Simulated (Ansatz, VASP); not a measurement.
## Two plane-wave programs on Ni2Ge

```
CELL_PARAMETERS angstrom
3.97236 0.00000 0.00000
-1.98618 3.44017 0.00000
0.00000 0.00000 5.01478
ATOMIC_POSITIONS crystal
Ni 0.66667 0.33333 0.25000
Ni 0.33333 0.66667 0.75000
Ni 0.00000 0.00000 0.00000
Ni 0.00000 0.00000 0.50000
Ge 0.66667 0.33333 0.75000
Ge 0.33333 0.66667 0.25000
```

Alike in both runs: task single point; functional PBEsol; k mesh 6 × 6 × 4; occupations gaussian, width 0.1 eV; no spin polarisation.

|  | VASP | Ansatz |
| --- | --- | --- |
| version | VASP 6.6.1 | Ansatz 0.2.0 |
| potentials or method | VASP PAW PBE potentials, release 64 (Ni, Ge_d), cutoff 600 eV | scalar-relativistic, plane waves, PAW |
| valence electrons in the cell | 68 | 100 |

```tsv
	VASP	Ansatz	Ansatz less VASP
gap on the k mesh at the Fermi level (eV)	none	none	-
pressure (GPa)	0.0	-0.1	-0.11
traceless stress, the component that is largest in VASP (GPa)	-0.16	-0.08	+0.079
```

VASP's potentials were made for PBE, not for PBEsol, and Ansatz warns of the same on its side. A gap of «none» marks a metal or a gap that the smearing closes. The functional is the same, so the differences come from potentials, cutoffs and numerics. VASP's potentials hold 68 valence electrons a cell and Ansatz's 100, so a difference there can come from the potentials and not from the codes.
